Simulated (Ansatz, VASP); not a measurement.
## LiCl in VASP and in Ansatz

INCAR

```
SYSTEM = LiCl
ALGO = Normal
EDIFF = 1E-6
ENCUT = 520
GGA = PE
ISIF = 2
ISMEAR = 0
LASPH = .True.
LCHARG = .False.
LREAL = .False.
LWAVE = .False.
NBANDS = 12
NELM = 100
PREC = Accurate
SIGMA = 0.05
```

KPOINTS

```
k-points
0
Gamma
  8 8 8
  0 0 0
```

File POSCAR:

```
LiCl
1.0
    0.0000000000      2.4621696000      2.4621696000
    2.4621696000      0.0000000000      2.4621696000
    2.4621696000      2.4621696000      0.0000000000
Li Cl
1 1
Direct
    0.0000000000      0.0000000000      0.0000000000
    0.5000000000      0.5000000000      0.5000000000
```

Input for Ansatz:

```yaml
crystal:
  lattice:
    - [0.0, 2.4621696, 2.4621696]
    - [2.4621696, 0.0, 2.4621696]
    - [2.4621696, 2.4621696, 0.0]
  atoms:
    - { symbol: Li, position: [0.0, 0.0, 0.0] }
    - { symbol: Cl, position: [0.5, 0.5, 0.5] }
basis:
  ecutwfc: 420
kpoints:
  mp_grid: { grid: [8, 8, 8] }
hamiltonian:
  xc: pbe
scf:
  occupations: { method: gaussian, width: 0.05 }
output:
  forces: true
  stress: true
  eigenvalues: true
```

Change from the starting cell: strain -0.040 along x and y, -0.040 along z, atoms carried along.

Alike in both runs: task single point; functional PBE; k mesh 8 × 8 × 8; occupations gaussian, width 0.05 eV; no spin polarisation.

|  | VASP | Ansatz |
| --- | --- | --- |
| version | VASP 6.6.1 | Ansatz 0.2.0 |
| potentials or method | VASP PAW PBE potentials, release 64 (Li_sv, Cl), cutoff 520 eV | scalar-relativistic, plane waves, PAW |
| valence electrons in the cell | 10 | 10 |

|  | VASP | Ansatz | Ansatz less VASP |
| --- | --- | --- | --- |
| gap on the k mesh at the Fermi level (eV) | 6.88 | 6.86 | -0.021 |
| least direct gap on the mesh (eV) | 7.11 | 7.10 | -0.015 |

With one functional, cell and mesh, what is left measures potentials, basis and numerics.

Noted on VASP's run: the cutoff is under 1.25 times that of the potentials, so the pressure is a little rough.
